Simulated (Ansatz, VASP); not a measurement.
H22CO12 in VASP and in Ansatz

```
O H C
1.0
     7.78544    0.00000    0.00000
     0.00000    7.78544    0.00000
     0.00000    0.00000    7.78544
O H C
12 22 1
Direct
  0.37542 0.19382 0.57300
  0.59108 0.28037 0.31017
  0.80534 0.85307 0.71707
  0.15207 0.38981 0.99202
  0.54523 0.59558 0.61439
  0.93881 0.37265 0.45048
  0.95695 0.11281 0.24593
  0.80450 0.32230 0.03056
  0.33371 0.10338 0.11633
  0.67543 0.17392 0.75514
  0.02641 0.69456 0.44435
  0.28090 0.62270 0.32533
  0.31896 0.29314 0.62400
  0.42900 0.23902 0.46671
  0.69150 0.26063 0.38403
  0.64496 0.33068 0.20597
  0.88615 0.82982 0.62286
  0.71169 0.77007 0.69713
  0.19463 0.48129 0.06644
  0.21832 0.28735 0.03035
  0.60474 0.48531 0.61200
  0.49147 0.60317 0.50069
  0.97166 0.33283 0.56473
  0.96902 0.27292 0.36942
  0.89335 0.17265 0.14907
  0.06661 0.07277 0.19862
  0.92047 0.36947 0.00398
  0.75334 0.27408 0.92174
  0.43051 0.14528 0.18788
  0.39076 0.03261 0.03009
  0.56013 0.17223 0.69924
  0.72514 0.05628 0.73827
  0.99861 0.56522 0.42944
  0.22439 0.86110 0.42243
  0.18521 0.72645 0.39401
```

Alike in both runs: functional PBEsol; k mesh 1 × 1 × 1; occupations fermi-dirac, width 0.02 eV; no spin polarisation.

Ansatz relaxed the structure, and its values are those at the end. VASP's run is a single point on that final structure, the one shown.

|  | VASP | Ansatz |
| --- | --- | --- |
| version | VASP 6.6.1 | Ansatz 0.2.0 |
| potentials or method | VASP PAW PBE potentials, release 64 (O, H, C), cutoff 520 eV | scalar-relativistic, plane waves, PAW |
| valence electrons in the cell | 98 | 98 |

```csv
,VASP,Ansatz,Ansatz less VASP
rms of the force components (eV/Å),0.101,0.072,-0.0288
```

VASP's potentials were made for PBE, not for PBEsol. The functional is the same, so the differences come from potentials, cutoffs and numerics.

Noted on VASP's run: the standard files for N, O and F lose accuracy on very short bonds.
